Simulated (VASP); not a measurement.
# TaN (Fm-3m) in VASP: further runs

Runs on TaN. Level: r2SCAN. Tasks: single point.

All numbers are computed with VASP 6.6.1; they aren't measurements. Logs are shortened: lines on timing, memory, paths and dates and some standing lists are left out, and cuts for length are marked.

### 1 The cell of the first run

The structure is cubic, space group Fm-3m (No. 225). The conventional cell has a = 4.358 Å, b = 4.358 Å, c = 4.358 Å, α = 90.00°, β = 90.00°, γ = 90.00°. Within 2.9 Å of Ta (site symmetry m-3m) lie 6 N at 2.18 Å. N (site symmetry m-3m) has 6 Ta at 2.18 Å within 2.9 Å.

### 2 Single point, r2SCAN

POSCAR reads:

```
TaN
1.0
    0.0000000000      2.1790000000      2.1790000000
    2.1790000000      0.0000000000      2.1790000000
    2.1790000000      2.1790000000      0.0000000000
Ta N
1 1
Direct
    0.5000000000      0.5000000000      0.5000000000
    0.0000000000      0.0000000000      0.0000000000
```

INCAR.step1 reads:

```
ALGO = Normal
EDIFF = 1E-5
ENCUT = 660
GGA = PE
GGA_COMPAT = F
ISMEAR = -1
LASPH = T
LCHARG = F
LREAL = F
LWAVE = T
NBANDS = 15
NELM = 120
PREC = Accurate
SIGMA = 0.1
```

INCAR.step2 reads:

```
ALGO = Normal
EDIFF = 1E-6
ENCUT = 660
GGA_COMPAT = F
ISIF = 2
ISMEAR = -1
ISTART = 1
LASPH = T
LCHARG = T
LELF = T
LMIXTAU = T
LREAL = F
LVHAR = T
LWAVE = F
METAGGA = R2SCAN
NBANDS = 15
NELM = 120
PREC = Accurate
SIGMA = 0.1
```

KPOINTS reads:

```
k-points
0
Gamma
  13 13 13
```

Potentials or basis: VASP PAW PBE potentials, release 64 (Ta_pv, N).

Command:

```
> cat potpaw_PBE.64/Ta_pv/POTCAR potpaw_PBE.64/N/POTCAR > POTCAR
> cp INCAR.step1 INCAR
> mpirun -np 1 vasp_std > vasp.out
> cp INCAR.step2 INCAR
> mpirun -np 1 vasp_std > vasp.out
```

OUTCAR:

```text
EDIFF = 1E-6
   ENCUT = 660
   ISIF = 2
   ISMEAR = -1
   ISTART = 1
   LASPH = T
   LREAL = F
   METAGGA = R2SCAN
   NELM = 120
   PREC = Accurate

 ion  position               nearest neighbor table
   1  0.500  0.500  0.500-   2 2.18   2 2.18   2 2.18   2 2.18   2 2.18   2 2.18
   2  0.000  0.000  0.000-   1 2.18   1 2.18   1 2.18   1 2.18   1 2.18   1 2.18

  LATTYP: Found a face centered cubic cell.
 ALAT       =     4.3580000000

  Lattice vectors:

 A1 = (   0.0000000000,   2.1790000000,   2.1790000000)
 A2 = (   2.1790000000,   0.0000000000,   2.1790000000)
 A3 = (   2.1790000000,   2.1790000000,   0.0000000000)

Analysis of symmetry for initial positions (statically):
=====================================================================
 Subroutine PRICEL returns:
 Original cell was already a primitive cell.

 Routine SETGRP: Setting up the symmetry group for a
 face centered cubic supercell.

 Subroutine GETGRP returns: Found 48 space group operations
 (whereof 48 operations were pure point group operations)
 out of a pool of 48 trial point group operations.

The static configuration has the point symmetry O_h .

Analysis of symmetry for dynamics (positions and initial velocities):
=====================================================================
 Subroutine PRICEL returns:
 Original cell was already a primitive cell.

 Routine SETGRP: Setting up the symmetry group for a
 face centered cubic supercell.

 Subroutine GETGRP returns: Found 48 space group operations
 (whereof 48 operations were pure point group operations)
 out of a pool of 48 trial point group operations.

The dynamic configuration has the point symmetry O_h .

 Subroutine INISYM returns: Found 48 space group operations
 (whereof 48 operations are pure point group operations),
 and found     1 'primitive' translations

----------------------------------------------------------------------------------------

                                     Primitive cell

  volume of cell :      20.6920

  direct lattice vectors                    reciprocal lattice vectors
     0.000000000  2.179000000  2.179000000    -0.229463056  0.229463056  0.229463056
     2.179000000  0.000000000  2.179000000     0.229463056 -0.229463056  0.229463056
     2.179000000  2.179000000  0.000000000     0.229463056  0.229463056 -0.229463056

  length of vectors
     3.081571352  3.081571352  3.081571352     0.397441672  0.397441672  0.397441672

  position of ions in fractional coordinates (direct lattice)
     0.500000000  0.500000000  0.500000000
     0.000000000  0.000000000  0.000000000

  ion indices of the primitive-cell ions
   primitive index   ion index
                 1           1
                 2           2

----------------------------------------------------------------------------------------

 KPOINTS: k-points

Automatic generation of k-mesh.
 Grid dimensions read from file:
 generate k-points for:   13   13   13

 Generating k-lattice:

  Cartesian coordinates                     Fractional coordinates (reciprocal lattice)
    -0.017651004  0.017651004  0.017651004     0.076923077  0.000000000  0.000000000
     0.017651004 -0.017651004  0.017651004     0.000000000  0.076923077  0.000000000
     0.017651004  0.017651004 -0.017651004     0.000000000  0.000000000  0.076923077

  Length of vectors
     0.030572436  0.030572436  0.030572436

  Shift w.r.t. Gamma in fractional coordinates (k-lattice)
     0.000000000  0.000000000  0.000000000

 Subroutine IBZKPT returns following result:
 ===========================================

 Found     84 irreducible k-points:

 Following reciprocal coordinates:
            Coordinates               Weight
  0.000000  0.000000  0.000000      1.000000
  0.076923  0.000000  0.000000      8.000000
  0.153846  0.000000  0.000000      8.000000
  0.230769  0.000000  0.000000      8.000000
  0.307692  0.000000  0.000000      8.000000
  0.384615  0.000000  0.000000      8.000000
[... 16 lines left out ...]
  0.384615  0.153846  0.000000     24.000000
  0.461538  0.153846  0.000000     24.000000
 [... further k-points ...]
   k-points           NKPTS =     84   k-points in BZ     NKDIM =     84   number of bands    NBANDS=     15
   number of dos      NEDOS =    301   number of ions     NIONS =      2
   total plane-waves  NPLWV =  21952
   dimension x,y,z NGX =    28 NGY =   28 NGZ =   28
   dimension x,y,z NGXF=    56 NGYF=   56 NGZF=   56
   ions per type =               1   1
   NGX,Y,Z   is equivalent  to a cutoff of  15.11, 15.11, 15.11 a.u.
   NGXF,Y,Z  is equivalent  to a cutoff of  30.21, 30.21, 30.21 a.u.
 SYSTEM =  unknown system
   PREC   = accura    normal or accurate (medium, high low for compatibility)
   ISTART =      1    job   : 0-new  1-cont  2-samecut
   ICHARG =      0    charge: 1-file 2-atom 10-const
   ISPIN  =      1    spin polarized calculation?
   LNONCOLLINEAR =      F non collinear calculations
   LSORBIT =      F    spin-orbit coupling
   LASPH  =      T    aspherical Exc in radial PAW
   ENCUT  =  660.0 eV  48.51 Ry    6.96 a.u.   6.46  6.46  6.46*2*pi/ulx,y,z
   NELM   =    120;   NELMIN=  2; NELMDL=  0     # of ELM steps
   EDIFF  = 0.1E-05   stopping-criterion for ELM
   LREAL  =      F    real-space projection
   EDIFFG = 0.1E-04   stopping-criterion for IOM
   NSW    =      0    number of steps for IOM
   IBRION =     -1    ionic relax: 0-MD 1-quasi-New 2-CG
   NFREE  =      0    steps in history (QN), initial steepest desc. (CG)
   ISIF   =      2    stress and relaxation
   ISYM   =      2    0-nonsym 1-usesym 2-fastsym
   POTIM  = 0.5000    time-step for ionic-motion
   TEBEG  =    0.0;   TEEND  =   0.0 temperature during run
   PSTRESS=    0.0 pullay stress
   NELECT =      16.0000    total number of electrons
   NUPDOWN=      -1.0000    fix difference up-down
   EMIN   =  10.00;   EMAX   =-10.00  energy-range for DOS
   EFERMI =   0.00;   METHOD = LEGACY
   ISMEAR =    -1;   SIGMA  =   0.10  broadening in eV -4-tet -1-fermi 0-gaus
   EFERMI_NEDOS =   21; number of points for ismear=-14 and -15
   IALGO  =     38    algorithm
   IMIX   =      4    mixing-type and parameters
     AMIX     =   0.40;   BMIX     =  1.00
     AMIX_MAG =   1.60;   BMIX_MAG =  1.00
  volume/ion in A,a.u.               =      10.35        69.82
  Fermi-wavevector in a.u.,A,eV,Ry     =   1.502615  2.839530 30.719922  2.257851
  Thomas-Fermi vector in A             =   2.613832
   LORBIT       =      0    0 simple, 1 ext, 2 COOP (PROOUT), +10 PAW based schemes
   METAGGA = R2SCAN    functional components
   LHFCALC =     F    Hartree Fock is set to
   AEXX    =    0.0000 exact exchange contribution
   IVDW    =     0    specifies the selected vdW correction
   LEPSILON=     F    determine dielectric tensor
   LRPA    =     F    only Hartree local field effects (RPA)
 non-spin polarized calculation
  energy-cutoff  :      660.00
  volume of cell :       20.69
 maximum number of plane-waves:       821
 NGX is ok and might be reduce to    28
   NGX = 13   NGY = 13   NGZ = 13

 number of electron      16.0000001 magnetization

 Free energy of the ion-electron system (eV)
  ---------------------------------------------------
  ext. energy  EPLUGINS =         0.00000000
  ---------------------------------------------------
  free energy    TOTEN  =       -59.61867434 eV

  energy without entropy =      -59.59750097  energy(sigma->0) =      -59.60808765

 E-fermi :   9.9530     XC(G=0): -14.6304

 val. band max:        9.8371268290   @ k =   0.2308   0.1538   0.0769
 cond. band min:      10.0000969528   @ k =  -0.2308   0.2308   0.0000
 fundamental gap:      0.1629701237
 Fermi energy:         9.9530463654

 k-point     1 :       0.0000    0.0000    0.0000
  band No.  band energies     occupation
      1     -27.1693      2.00000
      2     -27.1693      2.00000
      3     -27.1693      2.00000
      4     -10.3238      2.00000
      5       5.6948      2.00000
      6       5.6948      2.00000
      7       5.6948      2.00000
      8       7.6807      2.00000
      9       7.6807      2.00000
     10       7.6807      2.00000
     11      10.0598      0.51173
     12      10.0598      0.51172
     13      11.9510      0.00000
     14      19.5523      0.00000
     15      19.9251      0.00000

 k-point     2 :       0.0769    0.0000    0.0000
  band No.  band energies     occupation
      1     -27.2302      2.00000
      2     -27.1745      2.00000
      3     -27.1745      2.00000
      4     -10.1703      2.00000
      5       4.9566      2.00000
      6       5.1918      2.00000
      7       5.1918      2.00000
      8       7.9200      2.00000
      9       7.9200      2.00000
     10       7.9982      2.00000
     11      10.6626      0.00166
     12      10.6626      0.00166
     13      12.3909      0.00000
     14      19.5523      0.00000
     15      20.3912      0.00000

 k-point     3 :       0.1538    0.0000    0.0000
  band No.  band energies     occupation
      1     -27.3954      2.00000
      2     -27.1888      2.00000
      3     -27.1888      2.00000
      4      -9.7367      2.00000
      5       3.5452      2.00000
      6       4.2346      2.00000
      7       4.2346      2.00000
      8       8.4494      2.00000
      9       8.4754      2.00000
     10       8.4754      2.00000
     11      12.0526      0.00000
     12      12.0526      0.00000
     13      13.4508      0.00000
     14      19.5522      0.00000
     15      21.6148      0.00000
[... 343 lines left out ...]
 k-point    23 :       0.3846    0.1538    0.0000
  band No.  band energies     occupation
      1     -27.8852      2.00000
      2     -27.3223      2.00000
      3     -27.3131      2.00000
      4      -8.2213      2.00000
      5       0.4353      2.00000
      6       2.4658      2.00000
      7       3.0245      2.00000
      8       7.9582      2.00000
      9      11.8412      0.00000
     10      11.9344      0.00000
     11      14.3206      0.00000
     12      14.8129      0.00000
     13      18.1877      0.00000
     14      19.5496      0.00000
     15      22.5375      0.00000

 k-point    24 :       0.4615    0.1538    0.0000
  band No.  band energies     occupation
      1     -28.0114      2.00000
      2     -27.3628      2.00000
      3     -27.3142      2.00000
      4      -7.7797      2.00000
      5      -0.0974      2.00000
      6       2.0715      2.00000
      7       2.4597      2.00000
      8       8.9914      1.99987
      9      12.2610      0.00000
     10      12.3554      0.00000
     11      15.3899      0.00000
     12      15.9025      0.00000
     13      18.3558      0.00000
     14      19.5470      0.00000
     15      21.6023      0.00000

 [... further k-points ...]

------------------------ aborting loop because EDIFF is reached ----------------------------------------

  FORCE on cell =-STRESS in cart. coord.  units (eV):
  Direction    XX          YY          ZZ          XY          YZ          ZX
  --------------------------------------------------------------------------------------
  -------------------------------------------------------------------------------------
  Total        1.5495466      1.5495466      1.5495466      0.0000000      0.0000000      0.0000000
  in kB      119.9812955    119.9812955    119.9812955      0.0000000      0.0000000      0.0000000
  external PRESSURE =     119.9812955 kB  Pullay stress =       0.0000000 kB

 VOLUME and BASIS-vectors are now :
 -----------------------------------------------------------------------------
  energy-cutoff  :      660.00
  volume of cell :       20.69
      direct lattice vectors                 reciprocal lattice vectors
     0.000000000  2.179000000  2.179000000    -0.229463056  0.229463056  0.229463056
     2.179000000  0.000000000  2.179000000     0.229463056 -0.229463056  0.229463056
     2.179000000  2.179000000  0.000000000     0.229463056  0.229463056 -0.229463056

 POSITION                                       TOTAL-FORCE (eV/Angst)
 -----------------------------------------------------------------------------------
      2.17900      2.17900      2.17900        -0.000000     -0.000000     -0.000000
      0.00000      0.00000      0.00000         0.000000      0.000000      0.000000
 -----------------------------------------------------------------------------------
    total drift:                                0.000000      0.000000      0.000000

  FREE ENERGIE OF THE ION-ELECTRON SYSTEM (eV)
  ---------------------------------------------------
  free  energy   TOTEN  =       -59.6186743384 eV

  energy  without entropy=      -59.5975009672  energy(sigma->0) =      -59.60808765
```

Run time: 61 s. Hardware: 1 thread of Intel Xeon 6975P-C (Granite Rapids), shared host; peak memory 0.19 GiB.

Results:

| Quantity | Value |
| --- | --- |
| Free energy | -59.6187 eV |
| Pressure | 12.0 GPa |
| Band gap on the k mesh | zero (bands 8 and 9 overlap by 4.16 eV) |

Caveat: the cell stands under pressure; the PAW data sets were made with another functional, which shifts forces and pressure a little; spin-orbit coupling is left out, which moves the levels of the heavy elements.

### 3 Single point, r2SCAN

POSCAR is that of step 2.

INCAR.step1 reads:

```
SYSTEM = TaN
PREC = Accurate
ENCUT = 660
ISMEAR = -1
SIGMA = 0.1
LREAL = .False.
LASPH = .True.
NELM = 120
NBANDS = 15
GGA = PE
ALGO = Normal
EDIFF = 1E-5
LWAVE = .True.
LCHARG = .False.
GGA_COMPAT = .False.
```

INCAR.step2 reads:

```
SYSTEM = TaN
PREC = Accurate
ENCUT = 660
EDIFF = 1E-6
ISMEAR = -1
SIGMA = 0.1
LREAL = .False.
LASPH = .True.
NELM = 120
ALGO = Normal
ISIF = 2
LWAVE = .False.
LCHARG = .True.
METAGGA = R2SCAN
LMIXTAU = .True.
LELF = .True.
LVHAR = .True.
NBANDS = 15
ISTART = 1
GGA_COMPAT = .False.
```

KPOINTS reads:

```
Automatic mesh
0
Gamma
  13 13 13
  0 0 0
```

Potentials or basis: VASP PAW PBE potentials, release 64 (Ta_pv, N).

Command:

```
> cat potpaw_PBE.64/Ta_pv/POTCAR potpaw_PBE.64/N/POTCAR > POTCAR
> cp INCAR.step1 INCAR
> mpirun -np 1 vasp_std > vasp.out
> cp INCAR.step2 INCAR
> mpirun -np 1 vasp_std > vasp.out
```

It took 61 s on 1 thread of Intel Xeon 6975P-C (Granite Rapids), shared host; peak memory 0.19 GiB.

It converged, with:

```yaml
Free_energy: -59.6187 eV
Pressure: 12.0 GPa
Band_gap_on_the_k_mesh: zero (bands 8 and 9 overlap by 4.16 eV)
```

Levels at points of the mesh, in eV from the Fermi level:
```csv
k point,band 6,band 7,band 8,band 9,band 10,band 11
"(0.00, 0.00, 0.00)",-4.26,-4.26,-2.27,-2.27,-2.27,0.11
```

Caveat: the cell stands under pressure; the PAW data sets were made with another functional, which shifts forces and pressure a little; spin-orbit coupling is left out, which moves the levels of the heavy elements.
